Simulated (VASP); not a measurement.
The system is Ga8P7N.

```
CELL_PARAMETERS angstrom
10.63248 0.00000 0.00000
0.00000 5.31624 0.00000
0.00000 0.00000 5.31624
ATOMIC_POSITIONS crystal
Ga 0.00478 0.99607 0.01732
Ga 0.49618 0.98803 0.00331
Ga 0.25317 0.50675 0.00365
Ga 0.74135 0.49036 0.99720
Ga 0.24066 0.98545 0.50303
Ga 0.75528 0.01135 0.50981
Ga 0.00672 0.49526 0.49230
Ga 0.48781 0.48615 0.52420
P 0.13788 0.24447 0.23656
P 0.37263 0.74603 0.25864
P 0.87241 0.74752 0.24674
P 0.36955 0.25088 0.74956
P 0.87475 0.22223 0.74337
P 0.13382 0.72712 0.74648
P 0.62255 0.74085 0.73425
N 0.63842 0.23369 0.25790
```

Base run:

```yaml
Program: VASP 6.6.1
Functional: PBEsol
Potentials_or_basis: VASP PAW PBE potentials, release 64 (Ga_d, P, N)
Cutoff: 700 eV
k_mesh: 1 × 1 × 1, shifted
Occupations: fermi-dirac, width 0.05 eV
Spin: no spin polarisation
```

Its results: pressure 3.3 GPa; largest force 4.001 eV/Å.

Q: After a change of settings the same cell gave: pressure 6.7 GPa; largest force 4.041 eV/Å. Which change was it?
A. cutoff from 700 eV to 520 eV; further incar settings from LREAL = Auto; ALGO = Normal; EDIFF = 1e-06; NBANDS = 86; ISYM = -1 to LREAL = Auto; ALGO = Normal; EDIFF = 1e-06; NBANDS = 86; ISYM = 0
B. functional from PBEsol to PBE
C. functional from PBEsol to HF; cutoff from 700 eV to 520 eV; further incar settings from LREAL = Auto; ALGO = Normal; EDIFF = 1e-06; NBANDS = 86; ISYM = -1 to LREAL = Auto; ALGO = Normal; EDIFF = 1e-06; NBANDS = 86; ISYM = 0

A: B.

PBE binds less tightly than PBEsol, so the same cell stands under more pressure.

Caveats: the cell stands under pressure; the PAW data sets were made with another functional, which shifts forces and pressure a little (at least some runs); forces of over 1 eV/Å act on the atoms, so gaps and moduli don't describe the material at rest (at least some runs).
